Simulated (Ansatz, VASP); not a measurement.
AlN in VASP and in Ansatz

Contents of INCAR:

```
SYSTEM = AlN
  PREC = Accurate
  ENCUT = 520
  EDIFF = 1E-7
  ISMEAR = 0
  SIGMA = 0.05
  LREAL = .FALSE.
  LASPH = .TRUE.
  NELM = 100
  ALGO = Normal
  ISIF = 2
  LWAVE = .FALSE.
  LCHARG = .FALSE.
  GGA = PE
  NBANDS = 16
```

The input KPOINTS:

```
regular mesh
0
G
  9 9 6
  0 0 0
```

Contents of POSCAR:

```
AlN
1.0
    2.9554520440      0.0000000000      0.0000000000
   -1.4777260220      2.5594965498      0.0000000000
    0.0000000000      0.0000000000      5.1024500000
Al N
2 2
Direct
    0.3333333333      0.6666666667      0.0000000000
    0.6666666667      0.3333333333      0.5000000000
    0.3333333333      0.6666666667      0.3850000000
    0.6666666667      0.3333333333      0.8850000000
```

Input for Ansatz:

```yaml
crystal:
  lattice:
    - [2.955452044, 0.0, 0.0]
    - [-1.477726022, 2.5594965498, 0.0]
    - [0.0, 0.0, 5.10245]
  atoms:
    - { symbol: Al, position: [0.3333333333, 0.6666666667, 0.0] }
    - { symbol: Al, position: [0.6666666667, 0.3333333333, 0.5] }
    - { symbol: "N", position: [0.3333333333, 0.6666666667, 0.385] }
    - { symbol: "N", position: [0.6666666667, 0.3333333333, 0.885] }
basis:
  ecutwfc: 420
kpoints:
  mp_grid: { grid: [9, 9, 6] }
hamiltonian:
  xc: pbe
scf:
  occupations: { method: gaussian, width: 0.05 }
output:
  forces: true
  stress: true
  eigenvalues: true
```

Change from the starting cell: strain -0.050 along x and y, +0.025 along z, atoms carried along.

Alike in both runs: task single point; functional PBE; k mesh 9 × 9 × 6; occupations gaussian, width 0.05 eV; no spin polarisation.

|  | VASP | Ansatz |
| --- | --- | --- |
| version | VASP 6.6.1 | Ansatz 0.2.0 |
| potentials or method | VASP PAW PBE potentials, release 64 (Al, N), cutoff 520 eV | scalar-relativistic, plane waves, PAW |
| valence electrons in the cell | 16 | 16 |

Ansatz gave:

| Property | Result |
| --- | --- |
| gap on the k mesh at the Fermi level (eV) | 4.83 |
| least direct gap on the mesh (eV) | 4.83 |
| pressure (GPa) | 26.1 |
| traceless stress, the component that is largest in VASP (GPa) | -26.55 |
| rms of the force components (eV/Å) | 0.667 |

Which values does VASP return?

gap on the k mesh at the Fermi level (eV): 4.84; least direct gap on the mesh (eV): 4.84; pressure (GPa): 26.0; traceless stress, the component that is largest in VASP (GPa): -26.75; rms of the force components (eV/Å): 0.671.

Atom by atom the forces differ by 0.004 eV/Å (rms over components).
